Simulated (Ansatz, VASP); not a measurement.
# One calculation of Zr4InAs3, two programs

```
Zr In As
1.0
     4.32144    0.00000    0.00000
     0.00000    4.32144    0.00000
     0.00000    0.00000   12.73289
Zr In As
4 1 3
Cartesian
  2.1607 0.0000 8.2977
  0.0000 2.1607 4.4351
  2.1607 0.0000 1.4831
  0.0000 2.1607 11.2498
  0.0000 0.0000 6.3664
  2.1607 2.1607 2.9856
  0.0000 0.0000 0.0000
  2.1607 2.1607 9.7473
```

Change from the starting cell: species swapped into the Mg4Te3Se type (P-4m2, No. 115).

Alike in both runs: functional PBE; k mesh 4 × 4 × 2; occupations gaussian, width 0.2 eV; no spin polarisation.

Ansatz relaxed the structure, and its values are those at the end. VASP's run is a single point on that final structure, the one shown.

|  | VASP | Ansatz |
| --- | --- | --- |
| version | VASP 6.6.1 | Ansatz 0.2.0 |
| potentials or method | VASP PAW PBE potentials, release 64 (Zr_sv, In_d, As), cutoff 520 eV | scalar-relativistic, plane waves, PAW |
| valence electrons in the cell | 76 | 106 |

```csv
,VASP,Ansatz,Ansatz less VASP
gap on the k mesh at the Fermi level (eV),none,none,-
pressure (GPa),-0.2,-0.3,-0.10
rms of the force components (eV/Å),0.019,0.017,-0.0021
```

A gap of «none» marks a metal or a gap that the smearing closes. With one functional, cell and mesh, what is left measures potentials, basis and numerics. VASP's potentials hold 76 valence electrons a cell and Ansatz's 106, so a difference there can come from the potentials and not from the codes.

The k mesh is coarse, so the values compare programs but aren't converged.
